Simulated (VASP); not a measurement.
# Cl2 in VASP: a series of runs

Aim: see how the results for Cl2 move with the level of theory and the settings. Levels: r2SCAN, r2SCAN0, r2SCANh. Tasks: single point.

Everything below comes from runs of VASP 6.6.1. Logs are shortened: lines on timing, memory, paths and dates and some standing lists are left out, and cuts for length are marked.

### 1 The cell of the first run

The cell holds a molecule in a box, 2 atoms: a = 12.000 Å, b = 12.300 Å, c = 12.600 Å, α = 90.00°, β = 90.00°, γ = 90.00°.

### 2 Single point, r2SCAN

Input file POSCAR:

```
Cl
1.0
   12.0000000000      0.0000000000      0.0000000000
    0.0000000000     12.3000000000      0.0000000000
    0.0000000000      0.0000000000     12.6000000000
Cl
2
Direct
    0.5000000000      0.5000000000      0.4209954978
    0.5000000000      0.5000000000      0.5790045022
```

Input file INCAR.step1:

```
SYSTEM = Cl
PREC = Accurate
ENCUT = 520
ISMEAR = -1
SIGMA = 0.01
LREAL = .FALSE.
LASPH = .TRUE.
NELM = 60
NBANDS = 14
GGA = PE
ALGO = Normal
EDIFF = 1E-4
LWAVE = .TRUE.
LCHARG = .FALSE.
```

Input file INCAR.step2:

```
SYSTEM = Cl
PREC = Accurate
ENCUT = 520
EDIFF = 1E-7
ISMEAR = -1
SIGMA = 0.01
LREAL = .FALSE.
LASPH = .TRUE.
NELM = 60
ALGO = Normal
ISIF = 2
LWAVE = .FALSE.
LCHARG = .FALSE.
METAGGA = R2SCAN
LMIXTAU = .TRUE.
NBANDS = 14
ISTART = 1
```

Input file KPOINTS:

```
regular mesh
0
G
  1 1 1
  0 0 0
```

Potentials or basis: VASP PAW PBE potentials, release 64 (Cl).

Run with:

```bash
$ cat potpaw_PBE.64/Cl/POTCAR > POTCAR
$ cp INCAR.step1 INCAR
$ mpirun -np 1 vasp_gam > vasp.out
$ cp INCAR.step2 INCAR
$ mpirun -np 1 vasp_gam > vasp.out
```

OUTCAR:

```text
SYSTEM = Cl
   PREC = Accurate
   ENCUT = 520
   EDIFF = 1E-7
   ISMEAR = -1
   LREAL = .FALSE.
   LASPH = .TRUE.
   NELM = 60
   ISIF = 2
   METAGGA = R2SCAN
   ISTART = 1

 ion  position               nearest neighbor table
   1  0.500  0.500  0.421-   2 1.99
   2  0.500  0.500  0.579-   1 1.99

  LATTYP: Found a simple orthorhombic cell.
 ALAT       =    12.0000000000
 B/A-ratio  =     1.0250000000
 C/A-ratio  =     1.0500000000

  Lattice vectors:

 A1 = (  12.0000000000,   0.0000000000,   0.0000000000)
 A2 = (   0.0000000000,  12.3000000000,   0.0000000000)
 A3 = (   0.0000000000,   0.0000000000,  12.6000000000)

Analysis of symmetry for initial positions (statically):
=====================================================================
 Subroutine PRICEL returns:
 Original cell was already a primitive cell.

 Routine SETGRP: Setting up the symmetry group for a
 simple orthorhombic supercell.

 Subroutine GETGRP returns: Found  8 space group operations
 (whereof  8 operations were pure point group operations)
 out of a pool of  8 trial point group operations.

The static configuration has the point symmetry D_2h.

Analysis of symmetry for dynamics (positions and initial velocities):
=====================================================================
 Subroutine PRICEL returns:
 Original cell was already a primitive cell.

 Routine SETGRP: Setting up the symmetry group for a
 simple orthorhombic supercell.

 Subroutine GETGRP returns: Found  8 space group operations
 (whereof  8 operations were pure point group operations)
 out of a pool of  8 trial point group operations.

The dynamic configuration has the point symmetry D_2h.

 Subroutine INISYM returns: Found  8 space group operations
 (whereof  8 operations are pure point group operations),
 and found     1 'primitive' translations

----------------------------------------------------------------------------------------

                                     Primitive cell

  volume of cell :    1859.7600

  direct lattice vectors                    reciprocal lattice vectors
    12.000000000  0.000000000  0.000000000     0.083333333  0.000000000  0.000000000
     0.000000000 12.300000000  0.000000000     0.000000000  0.081300813  0.000000000
     0.000000000  0.000000000 12.600000000     0.000000000  0.000000000  0.079365079

  length of vectors
    12.000000000 12.300000000 12.600000000     0.083333333  0.081300813  0.079365079

  position of ions in fractional coordinates (direct lattice)
     0.500000000  0.500000000  0.420995498
     0.500000000  0.500000000  0.579004502

  ion indices of the primitive-cell ions
   primitive index   ion index
                 1           1
                 2           2

----------------------------------------------------------------------------------------

 KPOINTS: regular mesh

Automatic generation of k-mesh.
 Grid dimensions read from file:
 generate k-points for:    1    1    1

 Generating k-lattice:

  Cartesian coordinates                     Fractional coordinates (reciprocal lattice)
     0.083333333  0.000000000  0.000000000     1.000000000  0.000000000  0.000000000
     0.000000000  0.081300813  0.000000000     0.000000000  1.000000000  0.000000000
     0.000000000  0.000000000  0.079365079     0.000000000  0.000000000  1.000000000

  Length of vectors
     0.083333333  0.081300813  0.079365079

  Shift w.r.t. Gamma in fractional coordinates (k-lattice)
     0.000000000  0.000000000  0.000000000

 Subroutine IBZKPT returns following result:
 ===========================================

 Found      1 irreducible k-points:

 Following reciprocal coordinates:
            Coordinates               Weight
  0.000000  0.000000  0.000000      1.000000
   k-points           NKPTS =      1   k-points in BZ     NKDIM =      1   number of bands    NBANDS=     14
   number of dos      NEDOS =    301   number of ions     NIONS =      2
   total plane-waves  NPLWV = 829440
   dimension x,y,z NGX =    90 NGY =   96 NGZ =   96
   dimension x,y,z NGXF=   180 NGYF=  192 NGZF=  192
   ions per type =               2
   NGX,Y,Z   is equivalent  to a cutoff of  12.47, 12.98, 12.67 a.u.
   NGXF,Y,Z  is equivalent  to a cutoff of  24.94, 25.95, 25.33 a.u.
 SYSTEM =  Cl
   PREC   = accura    normal or accurate (medium, high low for compatibility)
   ISTART =      1    job   : 0-new  1-cont  2-samecut
   ICHARG =      0    charge: 1-file 2-atom 10-const
   ISPIN  =      1    spin polarized calculation?
   LNONCOLLINEAR =      F non collinear calculations
   LSORBIT =      F    spin-orbit coupling
   LASPH  =      T    aspherical Exc in radial PAW
   ENCUT  =  520.0 eV  38.22 Ry    6.18 a.u.  22.31 22.87 23.43*2*pi/ulx,y,z
   NELM   =     60;   NELMIN=  2; NELMDL=  0     # of ELM steps
   EDIFF  = 0.1E-06   stopping-criterion for ELM
   LREAL  =      F    real-space projection
   EDIFFG = 0.1E-05   stopping-criterion for IOM
   NSW    =      0    number of steps for IOM
   IBRION =     -1    ionic relax: 0-MD 1-quasi-New 2-CG
   NFREE  =      0    steps in history (QN), initial steepest desc. (CG)
   ISIF   =      2    stress and relaxation
   ISYM   =      2    0-nonsym 1-usesym 2-fastsym
   POTIM  = 0.5000    time-step for ionic-motion
   TEBEG  =    0.0;   TEEND  =   0.0 temperature during run
   PSTRESS=    0.0 pullay stress
   NELECT =      14.0000    total number of electrons
   NUPDOWN=      -1.0000    fix difference up-down
   EMIN   =  10.00;   EMAX   =-10.00  energy-range for DOS
   EFERMI =   0.00;   METHOD = LEGACY
   ISMEAR =    -1;   SIGMA  =   0.01  broadening in eV -4-tet -1-fermi 0-gaus
   EFERMI_NEDOS =   21; number of points for ismear=-14 and -15
   IALGO  =     38    algorithm
   IMIX   =      4    mixing-type and parameters
     AMIX     =   0.40;   BMIX     =  1.00
     AMIX_MAG =   1.60;   BMIX_MAG =  1.00
  volume/ion in A,a.u.               =     929.88      6275.14
  Fermi-wavevector in a.u.,A,eV,Ry     =   0.320847  0.606314  1.400625  0.102943
  Thomas-Fermi vector in A             =   1.207823
   LORBIT       =      0    0 simple, 1 ext, 2 COOP (PROOUT), +10 PAW based schemes
   METAGGA = R2SCAN    functional components
   LHFCALC =     F    Hartree Fock is set to
   AEXX    =    0.0000 exact exchange contribution
   IVDW    =     0    specifies the selected vdW correction
   LEPSILON=     F    determine dielectric tensor
   LRPA    =     F    only Hartree local field effects (RPA)
 non-spin polarized calculation
  energy-cutoff  :      520.00
  volume of cell :     1859.76
 maximum number of plane-waves:     25042
 NGX is ok and might be reduce to    90
   NGX = 45   NGY = 45   NGZ = 47

 number of electron      13.9999999 magnetization

 Free energy of the ion-electron system (eV)
  ---------------------------------------------------
  ext. energy  EPLUGINS =         0.00000000
  ---------------------------------------------------
  free energy    TOTEN  =       -12.09070806 eV

  energy without entropy =      -12.09070806  energy(sigma->0) =      -12.09070806

 E-fermi :  -7.1048     XC(G=0):  -0.3734

 val. band max:       -7.4053403766   @ k =   0.0000   0.0000   0.0000
 cond. band min:      -3.9223631573   @ k =   0.0000   0.0000   0.0000
 fundamental gap:      3.4829772193
 Fermi energy:        -7.1047585410

 k-point     1 :       0.0000    0.0000    0.0000
  band No.  band energies     occupation
      1     -24.3774      2.00000
      2     -19.9102      2.00000
      3     -12.2190      2.00000
      4     -10.1930      2.00000
      5     -10.1930      2.00000
      6      -7.4054      2.00000
      7      -7.4053      2.00000
      8      -3.9224      0.00000
      9       0.0614      0.00000
     10       0.9417      0.00000
     11       1.0540      0.00000
     12       1.0896      0.00000
     13       1.0903      0.00000
     14       1.1652      0.00000

------------------------ aborting loop because EDIFF is reached ----------------------------------------

  FORCE on cell =-STRESS in cart. coord.  units (eV):
  Direction    XX          YY          ZZ          XY          YZ          ZX
  --------------------------------------------------------------------------------------
  -------------------------------------------------------------------------------------
  Total       -0.0272885     -0.0273424     -0.4486815     -0.0000000      0.0000000      0.0000000
  in kB       -0.0235090     -0.0235554     -0.3865376     -0.0000000      0.0000000      0.0000000
  external PRESSURE =      -0.1445340 kB  Pullay stress =       0.0000000 kB

 VOLUME and BASIS-vectors are now :
 -----------------------------------------------------------------------------
  energy-cutoff  :      520.00
  volume of cell :     1859.76
      direct lattice vectors                 reciprocal lattice vectors
    12.000000000  0.000000000  0.000000000     0.083333333  0.000000000  0.000000000
     0.000000000 12.300000000  0.000000000     0.000000000  0.081300813  0.000000000
     0.000000000  0.000000000 12.600000000     0.000000000  0.000000000  0.079365079

 POSITION                                       TOTAL-FORCE (eV/Angst)
 -----------------------------------------------------------------------------------
      6.00000      6.15000      5.30454         0.000000      0.000000      0.212388
      6.00000      6.15000      7.29546         0.000000      0.000000     -0.212388
 -----------------------------------------------------------------------------------
    total drift:                                0.000000     -0.000000      0.000000

  FREE ENERGIE OF THE ION-ELECTRON SYSTEM (eV)
  ---------------------------------------------------
  free  energy   TOTEN  =       -12.0907080602 eV

  energy  without entropy=      -12.0907080602  energy(sigma->0) =      -12.09070806
```

Run time: 8.6 min. Hardware: 1 thread of AMD EPYC 7R13 (Zen 3), shared host; peak memory 1.6 GiB.

What came out:

```yaml
Free_energy: -12.0907 eV
Largest_force: 0.212 eV/Å
Gap_between_the_frontier_levels: 3.48 eV
```

Forces on the atoms (eV/Å):
```
Cl   0.000  0.000  0.212
Cl   0.000  0.000 -0.212
```

Caveat: the PAW data sets were made with another functional, which shifts forces and pressure a little.

(Part 1 of 2 ends here.)
